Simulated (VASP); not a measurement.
# CuO (zincblende type) in VASP: further runs

Runs on CuO (zincblende type). Level: PBE. Tasks: single point, relaxation of cell and atoms.

All numbers are computed with VASP 6.6.1; they aren't measurements. Logs are shortened: lines on timing, memory, paths and dates and some standing lists are left out, and cuts for length are marked.

## (1) The cell of the first run

Symmetry: F-43m, No. 216, cubic system. The conventional cell has a = 4.524 Å, b = 4.524 Å, c = 4.524 Å, α = 90.00°, β = 90.00°, γ = 90.00°. Cu (site symmetry -43m) has 4 O at 1.96 Å within 2.6 Å. Within 2.6 Å of O (site symmetry -43m) lie 4 Cu at 1.96 Å.

## (2) Single point, PBE

File INCAR:

```
ALGO = Normal
EDIFF = 1E-6
ENCUT = 520
GGA = PE
ISIF = 2
ISMEAR = -1
LASPH = True
LCHARG = False
LREAL = False
LWAVE = False
NBANDS = 16
NELM = 100
PREC = Accurate
SIGMA = 0.05
```

File KPOINTS:

```
k-points
0
Gamma
  22 22 22
```

File POSCAR:

```
CuO
1.0
    0.0000000000      2.2618016073      2.2618016073
    2.2618016073      0.0000000000      2.2618016073
    2.2618016073      2.2618016073      0.0000000000
Cu O
1 1
Direct
    0.0000000000      0.0000000000      0.0000000000
    0.2500000000      0.2500000000      0.2500000000
```

Potentials or basis: VASP PAW PBE potentials, release 64 (Cu, O).

Command:

```console
$ cat potpaw_PBE.64/Cu/POTCAR potpaw_PBE.64/O/POTCAR > POTCAR
$ mpirun -np 1 vasp_std > vasp.out
```

OUTCAR:

```text
EDIFF = 1E-6
   ENCUT = 520
   GGA = PE
   ISIF = 2
   ISMEAR = -1
   LASPH = True
   LREAL = False
   NELM = 100
   PREC = Accurate

 ion  position               nearest neighbor table
   1  0.000  0.000  0.000-   2 1.96   2 1.96   2 1.96   2 1.96
   2  0.250  0.250  0.250-   1 1.96   1 1.96   1 1.96   1 1.96

  LATTYP: Found a face centered cubic cell.
 ALAT       =     4.5236032146

  Lattice vectors:

 A1 = (   0.0000000000,   2.2618016073,   2.2618016073)
 A2 = (   2.2618016073,   0.0000000000,   2.2618016073)
 A3 = (   2.2618016073,   2.2618016073,   0.0000000000)

Analysis of symmetry for initial positions (statically):
=====================================================================
 Subroutine PRICEL returns:
 Original cell was already a primitive cell.

 Routine SETGRP: Setting up the symmetry group for a
 face centered cubic supercell.

 Subroutine GETGRP returns: Found 24 space group operations
 (whereof 24 operations were pure point group operations)
 out of a pool of 48 trial point group operations.

The static configuration has the point symmetry T_d .

Analysis of symmetry for dynamics (positions and initial velocities):
=====================================================================
 Subroutine PRICEL returns:
 Original cell was already a primitive cell.

 Routine SETGRP: Setting up the symmetry group for a
 face centered cubic supercell.

 Subroutine GETGRP returns: Found 24 space group operations
 (whereof 24 operations were pure point group operations)
 out of a pool of 48 trial point group operations.

The dynamic configuration has the point symmetry T_d .

 Subroutine INISYM returns: Found 24 space group operations
 (whereof 24 operations are pure point group operations),
 and found     1 'primitive' translations

----------------------------------------------------------------------------------------

                                     Primitive cell

  volume of cell :      23.1416

  direct lattice vectors                    reciprocal lattice vectors
     0.000000000  2.261801607  2.261801607    -0.221062713  0.221062713  0.221062713
     2.261801607  0.000000000  2.261801607     0.221062713 -0.221062713  0.221062713
     2.261801607  2.261801607  0.000000000     0.221062713  0.221062713 -0.221062713

  length of vectors
     3.198670508  3.198670508  3.198670508     0.382891851  0.382891851  0.382891851

  position of ions in fractional coordinates (direct lattice)
     0.000000000  0.000000000  0.000000000
     0.250000000  0.250000000  0.250000000

  ion indices of the primitive-cell ions
   primitive index   ion index
                 1           1
                 2           2

----------------------------------------------------------------------------------------

 KPOINTS: k-points

Automatic generation of k-mesh.
 Grid dimensions read from file:
 generate k-points for:   22   22   22

 Generating k-lattice:

  Cartesian coordinates                     Fractional coordinates (reciprocal lattice)
    -0.010048305  0.010048305  0.010048305     0.045454545  0.000000000  0.000000000
     0.010048305 -0.010048305  0.010048305     0.000000000  0.045454545  0.000000000
     0.010048305  0.010048305 -0.010048305     0.000000000  0.000000000  0.045454545

  Length of vectors
     0.017404175  0.017404175  0.017404175

  Shift w.r.t. Gamma in fractional coordinates (k-lattice)
     0.000000000  0.000000000  0.000000000

 Subroutine IBZKPT returns following result:
 ===========================================

 Found    328 irreducible k-points:

 Following reciprocal coordinates:
            Coordinates               Weight
  0.000000  0.000000  0.000000      1.000000
  0.045455  0.000000  0.000000      8.000000
  0.090909  0.000000  0.000000      8.000000
  0.136364  0.000000  0.000000      8.000000
  0.181818  0.000000  0.000000      8.000000
  0.227273  0.000000  0.000000      8.000000
[... 16 lines left out ...]
  0.500000  0.045455  0.000000     24.000000
 -0.454545  0.045455  0.000000     24.000000
 [... further k-points ...]
   k-points           NKPTS =    328   k-points in BZ     NKDIM =    328   number of bands    NBANDS=     16
   number of dos      NEDOS =    301   number of ions     NIONS =      2
   total plane-waves  NPLWV =  13824
   dimension x,y,z NGX =    24 NGY =   24 NGZ =   24
   dimension x,y,z NGXF=    48 NGYF=   48 NGZF=   48
   ions per type =               1   1
   NGX,Y,Z   is equivalent  to a cutoff of  12.47, 12.47, 12.47 a.u.
   NGXF,Y,Z  is equivalent  to a cutoff of  24.95, 24.95, 24.95 a.u.
 SYSTEM =  unknown system
   PREC   = accura    normal or accurate (medium, high low for compatibility)
   ISTART =      0    job   : 0-new  1-cont  2-samecut
   ICHARG =      2    charge: 1-file 2-atom 10-const
   ISPIN  =      1    spin polarized calculation?
   LNONCOLLINEAR =      F non collinear calculations
   LSORBIT =      F    spin-orbit coupling
[... 112 lines left out ...]
      6       1.9525      2.00000
[... 8 lines left out ...]
     15      23.7141      0.00000
     16      23.7141      0.00000

 k-point     6 :       0.2273    0.0000    0.0000
  band No.  band energies     occupation
      1     -14.6054      2.00000
      2      -1.4773      2.00000
      3      -0.7436      2.00000
      4      -0.7436      2.00000
      5       1.9546      2.00000
      6       1.9546      2.00000
[... 8 lines left out ...]
     15      23.6751      0.00000
     16      23.6751      0.00000

 k-point     7 :       0.2727    0.0000    0.0000
  band No.  band energies     occupation
      1     -14.5123      2.00000
      2      -1.6262      2.00000
      3      -0.7034      2.00000
      4      -0.7034      2.00000
      5       1.9667      2.00000
      6       1.9667      2.00000
[... 8 lines left out ...]
     15      23.8480      0.00000
     16      23.8480      0.00000

 k-point     8 :       0.3182    0.0000    0.0000
  band No.  band energies     occupation
      1     -14.4215      2.00000
      2      -1.7505      2.00000
      3      -0.6671      2.00000
      4      -0.6671      2.00000
      5       1.9894      2.00000
      6       1.9894      2.00000
[... 8 lines left out ...]
     15      24.1960      0.00000
     16      24.1960      0.00000

 k-point     9 :       0.3636    0.0000    0.0000
  band No.  band energies     occupation
      1     -14.3407      2.00000
      2      -1.8454      2.00000
      3      -0.6375      2.00000
      4      -0.6375      2.00000
      5       2.0201      2.00000
      6       2.0201      2.00000
[... 8 lines left out ...]
     15      24.6532      0.00000
     16      24.6532      0.00000
[... 172 lines left out ...]
 k-point    19 :       0.3182    0.0455    0.0000
  band No.  band energies     occupation
      1     -14.4436      2.00000
      2      -1.7100      2.00000
      3      -0.6848      2.00000
      4      -0.6707      2.00000
      5       1.9435      2.00000
      6       2.0152      2.00000
[... 8 lines left out ...]
     15      23.6187      0.00000
     16      24.7422      0.00000

 k-point    20 :       0.3636    0.0455    0.0000
  band No.  band energies     occupation
      1     -14.3593      2.00000
      2      -1.8087      2.00000
      3      -0.6559      2.00000
      4      -0.6385      2.00000
      5       1.9749      2.00000
      6       2.0410      2.00000
[... 8 lines left out ...]
     15      24.0237      0.00000
     16      25.0764      0.00000

 k-point    21 :       0.4091    0.0455    0.0000
  band No.  band energies     occupation
      1     -14.2898      2.00000
      2      -1.8781      2.00000
      3      -0.6344      2.00000
      4      -0.6142      2.00000
      5       2.0135      2.00000
      6       2.0672      2.00000
[... 8 lines left out ...]
     15      24.5483      0.00000
     16      25.4357      0.00000

 k-point    22 :       0.4545    0.0455    0.0000
  band No.  band energies     occupation
      1     -14.2413      2.00000
      2      -1.9203      2.00000
      3      -0.6208      2.00000
      4      -0.5984      2.00000
      5       2.0501      2.00000
      6       2.0852      2.00000
[... 8 lines left out ...]
     15      25.0596      0.00000
     16      25.7005      0.00000

 k-point    23 :       0.5000    0.0455    0.0000
  band No.  band energies     occupation
      1     -14.2183      2.00000
      2      -1.9383      2.00000
      3      -0.6149      2.00000
      4      -0.5914      2.00000
      5       2.0742      2.00000
      6       2.0874      2.00000
[... 8 lines left out ...]
     15      25.4383      0.00000
     16      25.7352      0.00000

 k-point    24 :      -0.4545    0.0455    0.0000
  band No.  band energies     occupation
      1     -14.2230      2.00000
      2      -1.9343      2.00000
      3      -0.6164      2.00000
      4      -0.5931      2.00000
      5       2.0707      2.00000
      6       2.0843      2.00000
[... 8 lines left out ...]
     15      25.4745      0.00000
     16      25.5888      0.00000

 [... further k-points ...]

------------------------ aborting loop because EDIFF is reached ----------------------------------------

  FORCE on cell =-STRESS in cart. coord.  units (eV):
  Direction    XX          YY          ZZ          XY          YZ          ZX
  --------------------------------------------------------------------------------------
  -------------------------------------------------------------------------------------
  Total        0.0857435      0.0857435      0.0857435      0.0000000     -0.0000000      0.0000000
  in kB        5.9363300      5.9363300      5.9363300      0.0000000     -0.0000000      0.0000000
  external PRESSURE =       5.9363300 kB  Pullay stress =       0.0000000 kB

 VOLUME and BASIS-vectors are now :
 -----------------------------------------------------------------------------
  energy-cutoff  :      520.00
  volume of cell :       23.14
      direct lattice vectors                 reciprocal lattice vectors
     0.000000000  2.261801607  2.261801607    -0.221062713  0.221062713  0.221062713
     2.261801607  0.000000000  2.261801607     0.221062713 -0.221062713  0.221062713
     2.261801607  2.261801607  0.000000000     0.221062713  0.221062713 -0.221062713

 POSITION                                       TOTAL-FORCE (eV/Angst)
 -----------------------------------------------------------------------------------
      0.00000      0.00000      0.00000        -0.000000     -0.000000      0.000000
      1.13090      1.13090      1.13090         0.000000      0.000000     -0.000000
 -----------------------------------------------------------------------------------
    total drift:                                0.000001      0.000001      0.000002

  FREE ENERGIE OF THE ION-ELECTRON SYSTEM (eV)
  ---------------------------------------------------
  free  energy   TOTEN  =        -9.5668432044 eV

  energy  without entropy=       -9.5463240103  energy(sigma->0) =       -9.55658361
```

Wall time 52 s (1 thread of Intel Xeon 6975P-C (Granite Rapids), shared host); peak memory 0.22 GiB.

Results:

```
Free energy : -9.5668 eV
Pressure    : 0.6 GPa
```

Caveat: an odd number of electrons without spin polarisation forces a metal; a magnetic or distorted state may lie lower; semilocal functionals often make such compounds metallic where correlation or magnetic order opens a gap, which also shifts bond lengths. With open d or f shells a metallic result of PBE can be an artefact of self-interaction; +U or a hybrid may open a gap.

## (3) Single point, PBE (x and y stretched by -2 %, z held)

File INCAR:

```
PREC = Accurate
ENCUT = 520
EDIFF = 1E-6
ISMEAR = -1
SIGMA = 0.05
LREAL = False
LASPH = True
NELM = 100
ALGO = Normal
ISIF = 2
LWAVE = False
LCHARG = True
GGA = PE
LELF = True
LVHAR = True
NBANDS = 16
```

File KPOINTS:

```
regular mesh
0
Gamma
  16 16 16
```

File POSCAR:

```
CuO
1.0
    0.0000000000      2.2165655752      2.2618016073
    2.2165655752      0.0000000000      2.2618016073
    2.2165655752      2.2165655752      0.0000000000
Cu O
1 1
Direct
    0.0000000000      0.0000000000      0.0000000000
    0.2500000000      0.2500000000      0.2500000000
```

Potentials or basis: VASP PAW PBE potentials, release 64 (Cu, O).

Command:

```console
$ cat potpaw_PBE.64/Cu/POTCAR potpaw_PBE.64/O/POTCAR > POTCAR
$ mpirun -np 1 vasp_std > vasp.out
```

Run time: 58 s. Hardware: 1 thread of Intel Xeon 6975P-C (Granite Rapids), shared host; peak memory 0.23 GiB.

It converged, with:

* Free energy: -9.5444 eV
* Pressure: 6.8 GPa

Stress tensor (GPa, compression positive):
```
6.84 0.00 0.00
0.00 6.84 0.00
0.00 0.00 6.66
```

Levels at points of the mesh, in eV from the Fermi level:
| k point | band 6 | band 7 | band 8 | band 9 | band 10 | band 11 | band 12 | band 13 |
| --- | --- | --- | --- | --- | --- | --- | --- | --- |
| (0.00, 0.00, 0.00) | -2.12 | 0.81 | 0.85 | 0.85 | 1.04 | 14.63 | 14.63 | 14.63 |
| (0.50, 0.00, 0.00) | -2.02 | -1.90 | -0.04 | -0.01 | 6.31 | 8.07 | 14.04 | 14.38 |
| (0.50, 0.50, 0.00) | -1.89 | -1.51 | -1.21 | -1.21 | 5.93 | 10.23 | 11.76 | 15.31 |
| (0.50, 0.00, 0.50) | -1.90 | -1.44 | -1.24 | -1.17 | 5.89 | 10.41 | 11.63 | 14.92 |

Caveat: the cell differs from its parent crystal (x and y stretched by -2 %, z held); an odd number of electrons without spin polarisation forces a metal; a magnetic or distorted state may lie lower; semilocal functionals often make such compounds metallic where correlation or magnetic order opens a gap, which also shifts bond lengths.

## (4) Single point, PBE (x and y stretched by +3 %, z held)

File INCAR:

```
PREC = Accurate ; ENCUT = 520
EDIFF = 1E-6 ; ISMEAR = -1
SIGMA = 0.05 ; LREAL = False
LASPH = True ; NELM = 100
ALGO = Normal ; ISIF = 2
LWAVE = False ; LCHARG = False
GGA = PE ; NBANDS = 16
```

KPOINTS is that of step 3.

File POSCAR:

```
CuO
1.0
    0.0000000000      2.3296556555      2.2618016073
    2.3296556555      0.0000000000      2.2618016073
    2.3296556555      2.3296556555      0.0000000000
Cu O
1 1
Direct
    0.0000000000      0.0000000000      0.0000000000
    0.2500000000      0.2500000000      0.2500000000
```

Command:

```console
$ cat potpaw_PBE.64/Cu/POTCAR potpaw_PBE.64/O/POTCAR > POTCAR
$ mpirun -np 1 vasp_std > vasp.out
```

It took 71 s on 1 thread of Intel Xeon 6975P-C (Granite Rapids), shared host; peak memory 0.24 GiB.

It converged, with:

```
Free energy : -9.5397 eV
Pressure    : -6.6 GPa
```

Stress tensor (GPa, compression positive):
```
-6.81  0.00  0.00
 0.00 -6.81  0.00
 0.00  0.00 -6.06
```

Levels at points of the mesh, in eV from the Fermi level:
| k point | band 7 | band 8 | band 9 | band 10 | band 11 | band 12 |
| --- | --- | --- | --- | --- | --- | --- |
| (0.00, 0.00, 0.00) | 0.72 | 0.72 | 0.77 | 0.92 | 14.01 | 14.03 |
| (0.50, 0.00, 0.00) | -1.70 | -0.03 | 0.01 | 5.92 | 7.72 | 13.42 |
| (0.50, 0.50, 0.00) | -1.25 | -1.05 | -1.05 | 5.79 | 9.53 | 11.39 |
| (0.50, 0.00, 0.50) | -1.34 | -1.09 | -1.01 | 5.82 | 9.38 | 11.49 |

Caveat: the cell differs from its parent crystal (x and y stretched by +3 %, z held); an odd number of electrons without spin polarisation forces a metal; a magnetic or distorted state may lie lower; semilocal functionals often make such compounds metallic where correlation or magnetic order opens a gap, which also shifts bond lengths.

## (5) Relaxation of cell and atoms, PBE

This run uses another cell than the first one, of 11.12 Å³/atom, 0.961 times its volume.

File INCAR:

```
SYSTEM = CuO
ALGO = Normal
EDIFF = 1E-6
EDIFFG = -0.005
ENCUT = 600
GGA = PE
IBRION = 2
ISIF = 3
ISMEAR = -1
LASPH = .TRUE.
LCHARG = .FALSE.
LREAL = .FALSE.
LWAVE = .FALSE.
NELM = 80
NSW = 100
PREC = Accurate
SIGMA = 0.05
```

File KPOINTS:

```
k-points
0
G
  16 16 16
  0 0 0
```

File POSCAR:

```
CuO
1.0
    0.0000000000      2.2322827293      2.2322827293
    2.2322827293      0.0000000000      2.2322827293
    2.2322827293      2.2322827293      0.0000000000
Cu O
1 1
Direct
    0.0000000000      0.0000000000      0.0000000000
    0.2500000000      0.2500000000      0.2500000000
```

Command:

```console
$ cat potpaw_PBE.64/Cu/POTCAR potpaw_PBE.64/O/POTCAR > POTCAR
$ mpirun -np 1 vasp_std > vasp.out
```

It took 88 s on 1 thread of Intel Xeon 6975P-C (Granite Rapids), shared host; peak memory 0.19 GiB.

It converged, with:

| Quantity | Value |
| --- | --- |
| Free energy | -9.5674 eV |
| Relaxed volume | 11.62 Å³/atom |
| Relaxed cell | a = 3.204 Å, b = 3.204 Å, c = 3.204 Å, α = 60.00°, β = 60.00°, γ = 60.00° |
| Space group after relaxing (to 0.05 Å) | F-43m (No. 216) |
| Energy gained by relaxing | 9.9 meV/atom |
| Ionic steps | 3 |
| Pressure after relaxing | 0.0 GPa |

Step by step:
```csv
step,energy change (eV),largest force (eV/Å),pressure (GPa),volume (Å³)
1,0.0000,0.0000,6.50,22.25
2,-0.0155,0.0000,-2.66,23.73
3,-0.0197,0.0000,0.02,23.25
```

Final structure:
```
Cu O
1.0
     0.00000    2.26532    2.26532
     2.26532    0.00000    2.26532
     2.26532    2.26532    0.00000
Cu O
1 1
Direct
  0.00000 0.00000 0.00000
  0.25000 0.25000 0.25000
```

Levels at points of the mesh, in eV from the Fermi level:
| k point | band 7 | band 8 | band 9 | band 10 | band 11 | band 12 |
| --- | --- | --- | --- | --- | --- | --- |
| (0.00, 0.00, 0.00) | 0.79 | 0.79 | 0.79 | 0.98 | 14.35 | 14.35 |
| (0.50, 0.00, 0.00) | -1.81 | -0.02 | -0.02 | 6.14 | 7.91 | 13.95 |
| (0.50, 0.50, 0.00) | -1.39 | -1.13 | -1.13 | 5.85 | 9.94 | 11.55 |

Caveat: an odd number of electrons without spin polarisation forces a metal; a magnetic or distorted state may lie lower; semilocal functionals often make such compounds metallic where correlation or magnetic order opens a gap, which also shifts bond lengths. With open d or f shells a metallic result of PBE can be an artefact of self-interaction; +U or a hybrid may open a gap.

## (6) The runs side by side

| task | cell | k mesh | cutoff (eV) | gap on the mesh (eV) | pressure (GPa) |
| --- | --- | --- | --- | --- | --- |
| single point | a = 3.199 Å, angles 60.0°, 2 atoms | 22 × 22 × 22 | 520 | none | 0.6 |
| single point | a = 3.167, b = 3.167, c = 3.135 Å, angles 60.3, 60.3, 59.3°, 2 atoms | 16 × 16 × 16 | 520 | none | 6.8 |
| single point | a = 3.247, b = 3.247, c = 3.295 Å, angles 59.5, 59.5, 61.0°, 2 atoms | 16 × 16 × 16 | 520 | none | -6.6 |
| relaxation of cell and atoms | relaxed from a = 3.157 Å, angles 60.0°, 2 atoms | 16 × 16 × 16 | 600 | none | 0.0 |

Alike in all rows: level PBE; potentials or basis VASP PAW PBE potentials, release 64 (Cu, O); no spin polarisation; smearing fermi-dirac 0.05 eV.

Caveats: an odd number of electrons without spin polarisation forces a metal; a magnetic or distorted state may lie lower; semilocal functionals often make such compounds metallic where correlation or magnetic order opens a gap, which also shifts bond lengths.

Total energies depend on the potentials used, so only differences within one code and one set of settings carry meaning.
